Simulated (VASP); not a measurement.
# TeP2 (Pbam) in VASP: single point with PBE

Aim: the single point of TeP2 with PBE.

Program: VASP 6.6.1. These are calculated values, not measurements. Logs are shortened: lines on timing, memory, paths and dates and some standing lists are left out, and cuts for length are marked.

### 1 The cell of the first run

Symmetry: Pbam, No. 55, orthorhombic system. The conventional cell has a = 3.979 Å, b = 6.706 Å, c = 6.479 Å, α = 90.00°, β = 90.00°, γ = 90.00°. Te (site symmetry 2/m) has 4 P at 1.98 to 2.01 Å within 2.6 Å. P (site symmetry m) has 2 Te at 1.98 to 2.01 Å and 2 P at 2.03 Å within 2.6 Å.

### 2 Single point, PBE

INCAR

```
PREC     = Accurate       # precision mode
ENCUT    = 520            # plane-wave cutoff, eV
EDIFF    = 1E-6           # SCF threshold, eV
ISMEAR   = 0              # smearing method
SIGMA    = 0.1            # smearing width, eV
LREAL    = F              # projectors in reciprocal space
LASPH    = T              # aspherical terms in the spheres
NELM     = 80             # most SCF steps
ALGO     = Normal         # electronic algorithm
ISIF     = 2              # what is computed and relaxed
LWAVE    = F              # write WAVECAR
LCHARG   = F              # write CHGCAR
GGA      = PE             # functional
NBANDS   = 25             # bands
```

KPOINTS

```
regular mesh
0
Gamma
  4 4 4
```

POSCAR

```
TeP2
1.0
    3.9786602800      0.0000000000      0.0000000000
    0.0000000000      6.7059278900      0.0000000000
    0.0000000000      0.0000000000      6.4789414000
Te P
2 4
Direct
    0.0000000000      0.5000000000      0.0000000000
    0.5000000000      0.0000000000      0.0000000000
    0.3421977500      0.7200575600      0.0000000000
    0.6578022500      0.2799424400      0.0000000000
    0.1578022500      0.2200575600      0.0000000000
    0.8421977500      0.7799424400      0.0000000000
```

Potentials or basis: VASP PAW PBE potentials, release 64 (Te, P).

Started as:

```
$ cat potpaw_PBE.64/Te/POTCAR potpaw_PBE.64/P/POTCAR > POTCAR
$ mpirun -np 1 vasp_std > vasp.out
```

OUTCAR:

```text
PREC = Accurate
   ENCUT = 520
   EDIFF = 1E-6
   ISMEAR = 0
   LREAL = F
   LASPH = T
   NELM = 80
   ISIF = 2
   GGA = PE

 ion  position               nearest neighbor table
   1  0.000  0.500  0.000-   5 1.98   6 1.98   3 2.01   4 2.01   4 3.00   3 3.00
   2  0.500  0.000  0.000-   3 1.98   4 1.98   5 2.01   6 2.01   5 3.00   6 3.00
   3  0.342  0.720  0.000-   2 1.98   1 2.01   6 2.03   6 2.03   1 3.00
   4  0.658  0.280  0.000-   2 1.98   1 2.01   5 2.03   5 2.03   1 3.00
   5  0.158  0.220  0.000-   1 1.98   2 2.01   4 2.03   4 2.03   2 3.00
   6  0.842  0.780  0.000-   1 1.98   2 2.01   3 2.03   3 2.03   2 3.00

  LATTYP: Found a simple orthorhombic cell.
 ALAT       =     3.9786602800
 B/A-ratio  =     1.6284228720
 C/A-ratio  =     1.6854738575

  Lattice vectors:

 A1 = (  -3.9786602800,   0.0000000000,   0.0000000000)
 A2 = (   0.0000000000,   0.0000000000,   6.4789414000)
 A3 = (   0.0000000000,   6.7059278900,   0.0000000000)

Analysis of symmetry for initial positions (statically):
=====================================================================
 Subroutine PRICEL returns:
 Original cell was already a primitive cell.

 Routine SETGRP: Setting up the symmetry group for a
 simple orthorhombic supercell.

 Subroutine GETGRP returns: Found  8 space group operations
 (whereof  4 operations were pure point group operations)
 out of a pool of  8 trial point group operations.

The static configuration has the point symmetry C_2h.
 The point group associated with its full space group is D_2h.

Analysis of symmetry for dynamics (positions and initial velocities):
=====================================================================
 Subroutine PRICEL returns:
 Original cell was already a primitive cell.

 Routine SETGRP: Setting up the symmetry group for a
 simple orthorhombic supercell.

 Subroutine GETGRP returns: Found  8 space group operations
 (whereof  4 operations were pure point group operations)
 out of a pool of  8 trial point group operations.

The dynamic configuration has the point symmetry C_2h.
 The point group associated with its full space group is D_2h.

 Subroutine INISYM returns: Found  8 space group operations
 (whereof  4 operations are pure point group operations),
 and found     1 'primitive' translations

----------------------------------------------------------------------------------------

                                     Primitive cell

  volume of cell :     172.8621

  direct lattice vectors                    reciprocal lattice vectors
     3.978660280  0.000000000  0.000000000     0.251340886  0.000000000  0.000000000
     0.000000000  6.705927890  0.000000000     0.000000000  0.149121794  0.000000000
     0.000000000  0.000000000  6.478941400     0.000000000  0.000000000  0.154346202

  length of vectors
     3.978660280  6.705927890  6.478941400     0.251340886  0.149121794  0.154346202

  position of ions in fractional coordinates (direct lattice)
     0.000000000  0.500000000  0.000000000
     0.500000000  0.000000000  0.000000000
     0.342197750  0.720057560  0.000000000
     0.657802250  0.279942440  0.000000000
     0.157802250  0.220057560  0.000000000
     0.842197750  0.779942440  0.000000000

  ion indices of the primitive-cell ions
   primitive index   ion index
                 1           1
                 2           2
                 3           3
                 4           4
                 5           5
                 6           6

----------------------------------------------------------------------------------------

 KPOINTS: regular mesh

Automatic generation of k-mesh.
 Grid dimensions read from file:
 generate k-points for:    4    4    4

 Generating k-lattice:

  Cartesian coordinates                     Fractional coordinates (reciprocal lattice)
     0.062835222  0.000000000  0.000000000     0.250000000  0.000000000  0.000000000
     0.000000000  0.037280449  0.000000000     0.000000000  0.250000000  0.000000000
     0.000000000  0.000000000  0.038586551     0.000000000  0.000000000  0.250000000

  Length of vectors
     0.062835222  0.037280449  0.038586551

  Shift w.r.t. Gamma in fractional coordinates (k-lattice)
     0.000000000  0.000000000  0.000000000

 Subroutine IBZKPT returns following result:
 ===========================================

 Found     27 irreducible k-points:

 Following reciprocal coordinates:
            Coordinates               Weight
  0.000000  0.000000  0.000000      1.000000
  0.250000  0.000000  0.000000      2.000000
  0.500000  0.000000  0.000000      1.000000
  0.000000  0.250000  0.000000      2.000000
  0.250000  0.250000  0.000000      4.000000
  0.500000  0.250000  0.000000      2.000000
[... 16 lines left out ...]
  0.250000  0.250000  0.500000      4.000000
  0.500000  0.250000  0.500000      2.000000
 [... further k-points ...]
   k-points           NKPTS =     27   k-points in BZ     NKDIM =     27   number of bands    NBANDS=     25
   number of dos      NEDOS =    301   number of ions     NIONS =      6
   total plane-waves  NPLWV =  72000
   dimension x,y,z NGX =    30 NGY =   50 NGZ =   48
   dimension x,y,z NGXF=    60 NGYF=  100 NGZF=   96
   ions per type =               2   4
   NGX,Y,Z   is equivalent  to a cutoff of  12.54, 12.40, 12.32 a.u.
   NGXF,Y,Z  is equivalent  to a cutoff of  25.07, 24.79, 24.63 a.u.
 SYSTEM =  unknown system
   PREC   = accura    normal or accurate (medium, high low for compatibility)
   ISTART =      0    job   : 0-new  1-cont  2-samecut
   ICHARG =      2    charge: 1-file 2-atom 10-const
   ISPIN  =      1    spin polarized calculation?
   LNONCOLLINEAR =      F non collinear calculations
   LSORBIT =      F    spin-orbit coupling
   LASPH  =      T    aspherical Exc in radial PAW
   ENCUT  =  520.0 eV  38.22 Ry    6.18 a.u.   7.40 12.47 12.05*2*pi/ulx,y,z
   NELM   =     80;   NELMIN=  2; NELMDL= -5     # of ELM steps
   EDIFF  = 0.1E-05   stopping-criterion for ELM
   LREAL  =      F    real-space projection
   EDIFFG = 0.1E-04   stopping-criterion for IOM
   NSW    =      0    number of steps for IOM
   IBRION =     -1    ionic relax: 0-MD 1-quasi-New 2-CG
   NFREE  =      0    steps in history (QN), initial steepest desc. (CG)
   ISIF   =      2    stress and relaxation
   ISYM   =      2    0-nonsym 1-usesym 2-fastsym
   POTIM  = 0.5000    time-step for ionic-motion
   TEBEG  =    0.0;   TEEND  =   0.0 temperature during run
   PSTRESS=    0.0 pullay stress
   NELECT =      32.0000    total number of electrons
   NUPDOWN=      -1.0000    fix difference up-down
   EMIN   =  10.00;   EMAX   =-10.00  energy-range for DOS
   EFERMI =   0.00;   METHOD = LEGACY
   ISMEAR =     0;   SIGMA  =   0.10  broadening in eV -4-tet -1-fermi 0-gaus
   EFERMI_NEDOS =   21; number of points for ismear=-14 and -15
   IALGO  =     38    algorithm
   IMIX   =      4    mixing-type and parameters
     AMIX     =   0.40;   BMIX     =  1.00
     AMIX_MAG =   1.60;   BMIX_MAG =  1.00
  volume/ion in A,a.u.               =      28.81       194.42
  Fermi-wavevector in a.u.,A,eV,Ry     =   0.933021  1.763155 11.844263  0.870529
  Thomas-Fermi vector in A             =   2.059680
   LORBIT       =      0    0 simple, 1 ext, 2 COOP (PROOUT), +10 PAW based schemes
   GGA     = PE    functional components
   LHFCALC =     F    Hartree Fock is set to
   AEXX    =    0.0000 exact exchange contribution
   IVDW    =     0    specifies the selected vdW correction
   LEPSILON=     F    determine dielectric tensor
   LRPA    =     F    only Hartree local field effects (RPA)
 non-spin polarized calculation
 Gauss-broadening in eV      SIGMA  =   0.10
  energy-cutoff  :      520.00
  volume of cell :      172.86
 maximum number of plane-waves:      4690
 NGX is ok and might be reduce to    30
   NGX = 15   NGY = 25   NGZ = 25

 number of electron      31.9999997 magnetization

 Free energy of the ion-electron system (eV)
  ---------------------------------------------------
  ext. energy  EPLUGINS =         0.00000000
  ---------------------------------------------------
  free energy    TOTEN  =         5.41652783 eV

  energy without entropy =        5.46163189  energy(sigma->0) =        5.43907986

 E-fermi :   5.4399     XC(G=0):  -7.1590

 val. band max:        5.4275818873   @ k =   0.2500   0.5000   0.5000
 cond. band min:       5.4401633570   @ k =   0.5000   0.5000   0.5000
 fundamental gap:      0.0125814697
 Fermi energy:         5.4399442018

 k-point     1 :       0.0000    0.0000    0.0000
  band No.  band energies     occupation
      1     -15.4172      2.00000
      2     -12.8905      2.00000
      3     -12.0904      2.00000
      4      -7.4715      2.00000
      5      -5.1741      2.00000
      6      -3.9954      2.00000
[... 17 lines left out ...]
     24       8.5087      0.00000
     25       9.0801      0.00000

 k-point     2 :       0.2500    0.0000    0.0000
  band No.  band energies     occupation
      1     -14.9326      2.00000
      2     -12.3611      2.00000
      3     -12.3545      2.00000
      4      -8.7951      2.00000
      5      -7.3080      2.00000
      6      -4.8968      2.00000
[... 17 lines left out ...]
     24      10.5063      0.00000
     25      10.5735      0.00000

 k-point     3 :       0.5000    0.0000    0.0000
  band No.  band energies     occupation
      1     -13.6333      2.00000
      2     -13.6333      2.00000
      3     -10.8339      2.00000
      4     -10.8339      2.00000
      5      -7.1973      2.00000
      6      -7.1973      2.00000
[... 552 lines left out ...]
 k-point    23 :       0.2500    0.2500    0.5000
  band No.  band energies     occupation
      1     -14.7567      2.00000
      2     -13.4129      2.00000
      3     -11.2178      2.00000
      4      -9.1996      2.00000
      5      -6.9798      2.00000
      6      -4.4011      2.00000
[... 17 lines left out ...]
     24       9.6143      0.00000
     25      10.2421      0.00000

 k-point    24 :       0.5000    0.2500    0.5000
  band No.  band energies     occupation
      1     -13.5693      2.00000
      2     -13.5693      2.00000
      3     -11.1195      2.00000
      4     -11.1195      2.00000
      5      -6.4492      2.00000
      6      -6.4492      2.00000
[... 17 lines left out ...]
     24       9.4393      0.00000
     25      10.6426      0.00000

 [... further k-points ...]
[... 5 lines left out ...]
  --------------------------------------------------------------------------------------
  -------------------------------------------------------------------------------------
  Total       93.4838514    177.5191895     -0.1319223      0.0000000      0.0000000      0.0000000
  in kB      866.4577475   1645.3416801     -1.2227253      0.0000000      0.0000000      0.0000000
  external PRESSURE =     836.8589007 kB  Pullay stress =       0.0000000 kB

 VOLUME and BASIS-vectors are now :
 -----------------------------------------------------------------------------
  energy-cutoff  :      520.00
  volume of cell :      172.86
      direct lattice vectors                 reciprocal lattice vectors
     3.978660280  0.000000000  0.000000000     0.251340886  0.000000000  0.000000000
     0.000000000  6.705927890  0.000000000     0.000000000  0.149121794  0.000000000
     0.000000000  0.000000000  6.478941400     0.000000000  0.000000000  0.154346202

 POSITION                                       TOTAL-FORCE (eV/Angst)
 -----------------------------------------------------------------------------------
      0.00000      3.35296      0.00000         0.000000      0.000000      0.000000
      1.98933      0.00000      0.00000         0.000000      0.000000      0.000000
      1.36149      4.82865      0.00000         4.015252     -3.975888      0.000000
      2.61717      1.87727      0.00000        -4.015252      3.975888     -0.000000
      0.62784      1.47569      0.00000        -4.015252     -3.975888      0.000000
      3.35082      5.23024      0.00000         4.015252      3.975888     -0.000000
 -----------------------------------------------------------------------------------
    total drift:                                0.000000      0.000000      0.000000

  FREE ENERGIE OF THE ION-ELECTRON SYSTEM (eV)
  ---------------------------------------------------
  free  energy   TOTEN  =         5.4165278309 eV

  energy  without entropy=        5.4616318926  energy(sigma->0) =        5.43907986
```

Run time: 47 s. Hardware: 1 thread of Intel Xeon 6975P-C (Granite Rapids), shared host; peak memory 0.28 GiB.

Results:

* Free energy: 5.4165 eV
* Pressure: 83.7 GPa
* Largest force: 5.651 eV/Å
* Band gap on the k mesh: zero (band 16 reaches 5.75 eV, above the bottom of band 17 at 5.41 eV)

Forces on the atoms (eV/Å):
```
Te   0.000  0.000  0.000
Te   0.000  0.000  0.000
P    4.015 -3.976  0.000
P   -4.015  3.976  0.000
P   -4.015 -3.976  0.000
P    4.015  3.976  0.000
```

Stress tensor (GPa, compression positive):
```
 86.65   0.00   0.00
  0.00 164.53   0.00
  0.00   0.00  -0.12
```

Caveat: the k points lie up to 0.39 Å⁻¹ apart; spin-orbit coupling is left out, which moves the levels of the heavy elements; forces of over 1 eV/Å act on the atoms, so gaps and moduli don't describe the material at rest.
